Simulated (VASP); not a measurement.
The system is GeSe3.

```xyz
8
Lattice="6.5461 0.0000 0.0000 -3.2731 5.6691 0.0000 0.0000 0.0000 5.2543" Properties=species:S:1:pos:R:3 pbc="T T T"
Ge    0.0000    3.7794    1.3136
Ge    3.2731    1.8897    3.9407
Se    3.2731    3.7756    1.3136
Se   -1.6333    4.7224    3.9407
Se    1.6398    0.9467    1.3136
Se    0.0000    1.8935    3.9407
Se    4.9063    0.9467    1.3136
Se    1.6333    4.7224    3.9407
```

| Quantity | Value |
| --- | --- |
| Program | VASP 6.6.1 |
| Task | relaxation of cell and atoms |
| Functional | PBE |
| Potentials or basis | VASP PAW PBE potentials, release 64 (Ge_d, Se) |
| Cutoff | 600 eV |
| k mesh | 3 × 3 × 4 |
| Occupations | gaussian, width 0.1 eV |
| Spin | no spin polarisation |

At the start: pressure -7.4 GPa; volume 24.37 Å³/atom.

Q: Where does the relaxation end?

A: Over 9 steps the energy falls by 143.4 meV/atom and the volume is 21.02 Å³/atom (-13.7 %); space group P6_3/mmc (No. 194, to 0.1 Å) before and after.

The path:
```tsv
step	energy change (eV)	largest force (eV/Å)	pressure (GPa)	volume (Å³)
1	0.0000	0.5212	-7.38	194.99
2	-0.8983	0.4761	0.03	164.97
3	-0.9001	0.4678	0.46	163.81
4	-0.9906	0.2887	0.67	163.60
5	-1.0870	0.1353	1.39	163.21
6	-0.9747	0.5912	3.93	162.18
7	-1.1132	0.0204	1.90	162.95
8	-1.1361	0.0209	-1.00	171.47
9	-1.1476	0.0247	0.00	168.20
```

Final structure:
```yaml
crystal:
  lattice:
    - [6.06015, 0.00000, 0.00000]
    - [-3.03008, 5.24824, 0.00000]
    - [0.00000, 0.00000, 5.28844]
  atoms:
    - { symbol: Ge, position: [0.33333, 0.66667, 0.25000] }
    - { symbol: Ge, position: [0.66667, 0.33333, 0.75000] }
    - { symbol: Se, position: [0.82205, 0.64410, 0.25000] }
    - { symbol: Se, position: [0.17795, 0.82205, 0.75000] }
    - { symbol: Se, position: [0.35590, 0.17795, 0.25000] }
    - { symbol: Se, position: [0.17795, 0.35590, 0.75000] }
    - { symbol: Se, position: [0.82205, 0.17795, 0.25000] }
    - { symbol: Se, position: [0.64410, 0.82205, 0.75000] }
```

Caveat: the k points lie up to 0.40 Å⁻¹ apart in the final cell, too coarse for converged energies and pressures of a metal.
